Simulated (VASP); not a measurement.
# W (Im-3m) in VASP: a series of runs

The runs below take W through single point, with HSE06, PBE0, B3LYP.

All numbers are computed with VASP 6.6.1; they aren't measurements. Logs are shortened: lines on timing, memory, paths and dates and some standing lists are left out, and cuts for length are marked.

## 1. The cell of the first run

The structure is cubic, space group Im-3m (No. 229). Conventional cell: a = 3.165 Å, b = 3.165 Å, c = 3.165 Å, α = 90.00°, β = 90.00°, γ = 90.00°. W (site symmetry m-3m) has 14 W at 2.74 to 3.16 Å within 3.6 Å.

## 2. Single point, HSE06

Contents of POSCAR:

```
W
1.0
   -1.5823450000      1.5823450000      1.5823450000
    1.5823450000     -1.5823450000      1.5823450000
    1.5823450000      1.5823450000     -1.5823450000
W
1
Direct
    0.0000000000      0.0000000000      0.0000000000
```

Contents of INCAR.step1:

```
PREC     = Accurate       # precision mode
ENCUT    = 520            # plane-wave cutoff, eV
EDIFF    = 1E-5           # SCF threshold, eV
ISMEAR   = -1             # smearing method
SIGMA    = 0.05           # smearing width, eV
LREAL    = F              # projectors in reciprocal space
LASPH    = T              # aspherical terms in the spheres
NELM     = 100            # most SCF steps
ALGO     = Normal         # electronic algorithm
ISIF     = 2              # what is computed and relaxed
LWAVE    = T              # write WAVECAR
LCHARG   = F              # write CHGCAR
GGA      = PE             # functional
NBANDS   = 13             # bands
```

Contents of INCAR.step2:

```
PREC     = Accurate       # precision mode
ENCUT    = 520            # plane-wave cutoff, eV
EDIFF    = 1E-6           # SCF threshold, eV
ISMEAR   = -1             # smearing method
SIGMA    = 0.05           # smearing width, eV
LREAL    = F              # projectors in reciprocal space
LASPH    = T              # aspherical terms in the spheres
NELM     = 100            # most SCF steps
ALGO     = Normal         # electronic algorithm
ISIF     = 2              # what is computed and relaxed
LWAVE    = F              # write WAVECAR
LCHARG   = F              # write CHGCAR
GGA      = PE             # functional
LHFCALC  = T              # exact exchange
HFSCREEN = 0.2079         # screening, 1/A
PRECFOCK = Normal       
ISTART   = 1            
NBANDS   = 13             # bands
```

Contents of KPOINTS:

```
regular mesh
0
Gamma
  8 8 8
```

Potentials or basis: VASP PAW PBE potentials, release 64 (W_sv).

Command:

```console
$ cat potpaw_PBE.64/W_sv/POTCAR > POTCAR
$ cp INCAR.step1 INCAR
$ mpirun -np 1 vasp_std > vasp.out
$ cp INCAR.step2 INCAR
$ mpirun -np 1 vasp_std > vasp.out
```

OUTCAR:

```text
PREC = Accurate
   ENCUT = 520
   EDIFF = 1E-6
   ISMEAR = -1
   LREAL = F
   LASPH = T
   NELM = 100
   ISIF = 2
   GGA = PE
   LHFCALC = T
   HFSCREEN = 0.2079
   PRECFOCK = Normal
   ISTART = 1

 ion  position               nearest neighbor table
   1  0.000  0.000  0.000-

  LATTYP: Found a body centered cubic cell.
 ALAT       =     3.1646900000

  Lattice vectors:

 A1 = (  -1.5823450000,   1.5823450000,   1.5823450000)
 A2 = (   1.5823450000,  -1.5823450000,   1.5823450000)
 A3 = (   1.5823450000,   1.5823450000,  -1.5823450000)

Analysis of symmetry for initial positions (statically):
=====================================================================
 Subroutine PRICEL returns:
 Original cell was already a primitive cell.

 Routine SETGRP: Setting up the symmetry group for a
 body centered cubic supercell.

 Subroutine GETGRP returns: Found 48 space group operations
 (whereof 48 operations were pure point group operations)
 out of a pool of 48 trial point group operations.

The static configuration has the point symmetry O_h .

Analysis of symmetry for dynamics (positions and initial velocities):
=====================================================================
 Subroutine PRICEL returns:
 Original cell was already a primitive cell.

 Routine SETGRP: Setting up the symmetry group for a
 body centered cubic supercell.

 Subroutine GETGRP returns: Found 48 space group operations
 (whereof 48 operations were pure point group operations)
 out of a pool of 48 trial point group operations.

The dynamic configuration has the point symmetry O_h .

 Subroutine INISYM returns: Found 48 space group operations
 (whereof 48 operations are pure point group operations),
 and found     1 'primitive' translations

----------------------------------------------------------------------------------------

                                     Primitive cell

  volume of cell :      15.8476

  direct lattice vectors                    reciprocal lattice vectors
    -1.582345000  1.582345000  1.582345000     0.000000000  0.315986716  0.315986716
     1.582345000 -1.582345000  1.582345000     0.315986716  0.000000000  0.315986716
     1.582345000  1.582345000 -1.582345000     0.315986716  0.315986716  0.000000000

  length of vectors
     2.740701935  2.740701935  2.740701935     0.446872699  0.446872699  0.446872699

  position of ions in fractional coordinates (direct lattice)
     0.000000000  0.000000000  0.000000000

  ion indices of the primitive-cell ions
   primitive index   ion index
                 1           1

----------------------------------------------------------------------------------------

 KPOINTS: regular mesh

Automatic generation of k-mesh.
 Grid dimensions read from file:
 generate k-points for:    8    8    8

 Generating k-lattice:

  Cartesian coordinates                     Fractional coordinates (reciprocal lattice)
     0.000000000  0.039498339  0.039498339     0.125000000  0.000000000  0.000000000
     0.039498339  0.000000000  0.039498339     0.000000000  0.125000000  0.000000000
     0.039498339  0.039498339  0.000000000     0.000000000  0.000000000  0.125000000

  Length of vectors
     0.055859087  0.055859087  0.055859087

  Shift w.r.t. Gamma in fractional coordinates (k-lattice)
     0.000000000  0.000000000  0.000000000

 Subroutine IBZKPT returns following result:
 ===========================================

 Found     29 irreducible k-points:

 Following reciprocal coordinates:
            Coordinates               Weight
  0.000000  0.000000  0.000000      1.000000
  0.125000  0.000000  0.000000     12.000000
  0.250000  0.000000  0.000000     12.000000
  0.375000  0.000000  0.000000     12.000000
  0.500000  0.000000  0.000000      6.000000
  0.125000  0.125000  0.000000     24.000000
[... 16 lines left out ...]
 -0.250000  0.250000  0.250000      6.000000
 -0.375000  0.375000  0.250000     24.000000
 [... further k-points ...]
   k-points           NKPTS =     29   k-points in BZ     NKDIM =    512   number of bands    NBANDS=     13
   number of dos      NEDOS =    301   number of ions     NIONS =      1
   total plane-waves  NPLWV =   8000
   dimension x,y,z NGX =    20 NGY =   20 NGZ =   20
   dimension x,y,z NGXF=    40 NGYF=   40 NGZF=   40
   ions per type =               1
   NGX,Y,Z   is equivalent  to a cutoff of  12.13, 12.13, 12.13 a.u.
   NGXF,Y,Z  is equivalent  to a cutoff of  24.26, 24.26, 24.26 a.u.
 SYSTEM =  unknown system
   PREC   = accura    normal or accurate (medium, high low for compatibility)
   ISTART =      1    job   : 0-new  1-cont  2-samecut
   ICHARG =      0    charge: 1-file 2-atom 10-const
   ISPIN  =      1    spin polarized calculation?
   LNONCOLLINEAR =      F non collinear calculations
   LSORBIT =      F    spin-orbit coupling
   LASPH  =      T    aspherical Exc in radial PAW
   ENCUT  =  520.0 eV  38.22 Ry    6.18 a.u.   5.10  5.10  5.10*2*pi/ulx,y,z
   NELM   =    100;   NELMIN=  2; NELMDL=  0     # of ELM steps
   EDIFF  = 0.1E-05   stopping-criterion for ELM
   LREAL  =      F    real-space projection
   EDIFFG = 0.1E-04   stopping-criterion for IOM
   NSW    =      0    number of steps for IOM
   IBRION =     -1    ionic relax: 0-MD 1-quasi-New 2-CG
   NFREE  =      0    steps in history (QN), initial steepest desc. (CG)
   ISIF   =      2    stress and relaxation
   ISYM   =      3    0-nonsym 1-usesym 2-fastsym
   POTIM  = 0.5000    time-step for ionic-motion
   TEBEG  =    0.0;   TEEND  =   0.0 temperature during run
   PSTRESS=    0.0 pullay stress
   NELECT =      14.0000    total number of electrons
   NUPDOWN=      -1.0000    fix difference up-down
   EMIN   =  10.00;   EMAX   =-10.00  energy-range for DOS
   EFERMI =   0.00;   METHOD = LEGACY
   ISMEAR =    -1;   SIGMA  =   0.05  broadening in eV -4-tet -1-fermi 0-gaus
   EFERMI_NEDOS =   21; number of points for ismear=-14 and -15
   IALGO  =     38    algorithm
   IMIX   =      1    mixing-type and parameters
     AMIX     =   0.40;   BMIX     =  1.00
     AMIX_MAG =   1.60;   BMIX_MAG =  1.00
  volume/ion in A,a.u.               =      15.85       106.94
  Fermi-wavevector in a.u.,A,eV,Ry     =   1.570832  2.968442 33.572544  2.467512
  Thomas-Fermi vector in A             =   2.672506
   LORBIT       =      0    0 simple, 1 ext, 2 COOP (PROOUT), +10 PAW based schemes
   GGA     = PE    functional components
   LHFCALC =     T    Hartree Fock is set to
   PRECFOCK=normal    Normal, Fast or Accurate (Low or Medium for compatibility)
   ENCUT4O =  -1.0   cutoff for four orbital integrals eV
   NKREDX  =     1    reduce k-point grid by
   NKREDY  =     1    reduce k-point grid by
   NKREDZ  =     1    reduce k-point grid by
   AEXX    =    0.2500 exact exchange contribution
   HFSCREEN=    0.2079 screening length (either q_TF or 0.3 A-1)
   HFSCREENC=   0.2079 screening length for correlation (either q_TF or 0.3 A-1)
   ENCUTFOCK=  -1.0 apply spherical cutoff to Coloumb kernel
   IVDW    =     0    specifies the selected vdW correction
   LEPSILON=     F    determine dielectric tensor
   LRPA    =     F    only Hartree local field effects (RPA)
 non-spin polarized calculation
  energy-cutoff  :      520.00
  volume of cell :       15.85
 maximum number of plane-waves:       436
  NGX = 16; NGY = 16; NGZ = 16

 number of electron      14.0000004 magnetization

 Free energy of the ion-electron system (eV)
  ---------------------------------------------------
  ext. energy  EPLUGINS =         0.00000000
  ---------------------------------------------------
  free energy    TOTEN  =       -15.03593793 eV

  energy without entropy =      -15.03592220  energy(sigma->0) =      -15.03593007

 E-fermi :  11.1170     XC(G=0): -11.1007

 val. band max:       10.6711642882   @ k =   0.1250   0.0000   0.0000
 cond. band min:      11.5846841702   @ k =  -0.2500   0.2500   0.1250
 fundamental gap:      0.9135198820
 Fermi energy:        11.1170370930

 k-point     1 :       0.0000    0.0000    0.0000
  band No.  band energies     occupation
      1     -67.0469      2.00000
      2     -29.0419      2.00000
      3     -29.0419      2.00000
      4     -29.0418      2.00000
      5       0.3660      2.00000
      6       9.8044      2.00000
      7       9.8044      2.00000
      8       9.8044      2.00000
      9      14.3523      0.00000
     10      14.3523      0.00000
     11      26.7299      0.00000
     12      26.7299      0.00000
     13      26.7299      0.00000

 k-point     2 :       0.1250    0.0000    0.0000
  band No.  band energies     occupation
      1     -67.0237      2.00000
      2     -29.2773      2.00000
      3     -29.1137      2.00000
      4     -29.0407      2.00000
      5       1.1773      2.00000
      6       9.3048      2.00000
      7       9.6456      2.00000
      8      10.6712      1.99973
      9      13.6922      0.00000
     10      14.3402      0.00000
     11      27.3296      0.00000
     12      28.0617      0.00000
     13      28.4737      0.00000

 k-point     3 :       0.2500    0.0000    0.0000
  band No.  band energies     occupation
      1     -66.9673      2.00000
      2     -29.8197      2.00000
      3     -29.2819      2.00000
      4     -29.0386      2.00000
      5       3.0496      2.00000
      6       8.2690      2.00000
      7       9.0972      2.00000
      8      13.0419      0.00000
      9      13.5273      0.00000
     10      14.4840      0.00000
     11      27.0625      0.00000
     12      29.0123      0.00000
     13      31.5449      0.00000
[... 305 lines left out ...]
 k-point    23 :      -0.2500    0.2500    0.2500
  band No.  band energies     occupation
      1     -66.8977      2.00000
      2     -29.8417      2.00000
      3     -29.5409      2.00000
      4     -29.5409      2.00000
      5       5.2807      2.00000
      6       8.3407      2.00000
      7      10.6326      1.99988
      8      10.6326      1.99988
      9      12.8155      0.00000
     10      15.5959      0.00000
     11      26.8601      0.00000
     12      32.0651      0.00000
     13      32.0651      0.00000

 k-point    24 :      -0.3750    0.3750    0.2500
  band No.  band energies     occupation
      1     -66.8482      2.00000
      2     -30.1439      2.00000
      3     -29.7162      2.00000
      4     -29.5811      2.00000
      5       6.1008      2.00000
      6       7.0403      2.00000
      7      10.6172      1.99991
      8      11.6665      0.00003
      9      15.4842      0.00000
     10      16.3580      0.00000
     11      26.0940      0.00000
     12      28.6430      0.00000
     13      29.8441      0.00000

 [... further k-points ...]

------------------------ aborting loop because EDIFF is reached ----------------------------------------

  FORCE on cell =-STRESS in cart. coord.  units (eV):
  Direction    XX          YY          ZZ          XY          YZ          ZX
  --------------------------------------------------------------------------------------
  -------------------------------------------------------------------------------------
  Total       -0.1107801     -0.1107801     -0.1107801      0.0000000      0.0000000     -0.0000000
  in kB      -11.1997577    -11.1997577    -11.1997577      0.0000000      0.0000000     -0.0000000
  external PRESSURE =     -11.1997577 kB  Pullay stress =       0.0000000 kB

 VOLUME and BASIS-vectors are now :
 -----------------------------------------------------------------------------
  energy-cutoff  :      520.00
  volume of cell :       15.85
      direct lattice vectors                 reciprocal lattice vectors
    -1.582345000  1.582345000  1.582345000     0.000000000  0.315986716  0.315986716
     1.582345000 -1.582345000  1.582345000     0.315986716  0.000000000  0.315986716
     1.582345000  1.582345000 -1.582345000     0.315986716  0.315986716  0.000000000

 POSITION                                       TOTAL-FORCE (eV/Angst)
 -----------------------------------------------------------------------------------
      0.00000      0.00000      0.00000         0.000000      0.000000     -0.000000
 -----------------------------------------------------------------------------------
    total drift:                                0.000000     -0.000000     -0.000000

  FREE ENERGIE OF THE ION-ELECTRON SYSTEM (eV)
  ---------------------------------------------------
  free  energy   TOTEN  =       -15.0359379349 eV

  energy  without entropy=      -15.0359221983  energy(sigma->0) =      -15.03593007
```

It took 69 min on 1 thread of Oxide Virtual Turin-like, shared host; peak memory 0.21 GiB.

Results:

```
Free energy            : -15.0359 eV
Pressure               : -1.1 GPa
Band gap on the k mesh : zero (bands 7 and 8 overlap by 7.28 eV)
```

Levels at points of the mesh, in eV from the Fermi level:
| k point | band 3 | band 4 | band 5 | band 6 | band 7 | band 8 | band 9 | band 10 | band 11 | band 12 |
| --- | --- | --- | --- | --- | --- | --- | --- | --- | --- | --- |
| (0.00, 0.00, 0.00) | -40.16 | -40.16 | -10.75 | -1.31 | -1.31 | -1.31 | 3.24 | 3.24 | 15.61 | 15.61 |
| (0.50, 0.00, 0.00) | -40.63 | -40.15 | -7.00 | -4.04 | 0.50 | 3.05 | 4.11 | 7.06 | 12.33 | 12.46 |
| (0.50, 0.50, 0.50) | -41.17 | -41.17 | -6.37 | -6.37 | 5.97 | 5.97 | 5.97 | 9.05 | 9.05 | 9.05 |

Caveat: the PAW data sets were made with another functional, which shifts forces and pressure a little; spin-orbit coupling is left out, which moves the levels of the heavy elements.

(Part 1 of 3 ends here.)

The gap in the log of VASP goes by the Fermi energy; the results here count the filled bands.